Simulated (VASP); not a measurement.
**Mg: single point with PBEsol**

The system is Mg.

```
Mg
1.0
     3.23055    0.00000    0.00000
    -1.61528    2.79774    0.00000
     0.00000    0.00000    5.24481
Mg
2
Direct
  0.66667 0.33333 0.75000
  0.33333 0.66667 0.25000
```

```
Program             : VASP 6.6.1
Task                : single point
Functional          : PBEsol
Potentials or basis : VASP PAW PBE potentials, release 64 (Mg)
Cutoff              : 520 eV
k mesh              : 10 × 10 × 5
Occupations         : fermi-dirac, width 0.05 eV
Spin                : no spin polarisation
```

```json
{"Pressure": "-1.7 GPa", "Band gap on the k mesh": "zero (band 2 reaches 3.09 eV, above the bottom of band 3 at 1.19 eV)"}
```

Stress tensor (GPa, compression positive):
```
-2.12  0.00  0.00
 0.00 -2.12  0.00
 0.00  0.00 -0.93
```

Levels at points of the mesh, in eV from the Fermi level:
```
           k point  band 1  band 2  band 3  band 4  band 5  band 6
(0.00, 0.00, 0.00)   -6.82   -1.66   -1.27   10.72   10.72   10.77
(0.50, 0.00, 0.00)   -2.13   -2.12    2.59    2.98    3.16    3.58
```

It took 12 s on 1 thread of Intel(R) Xeon(R) Platinum 8488C (Sapphire Rapids), with other jobs on the host, peak memory 0.16 GiB.

Caveat: the PAW data sets were made with another functional, which shifts forces and pressure a little.
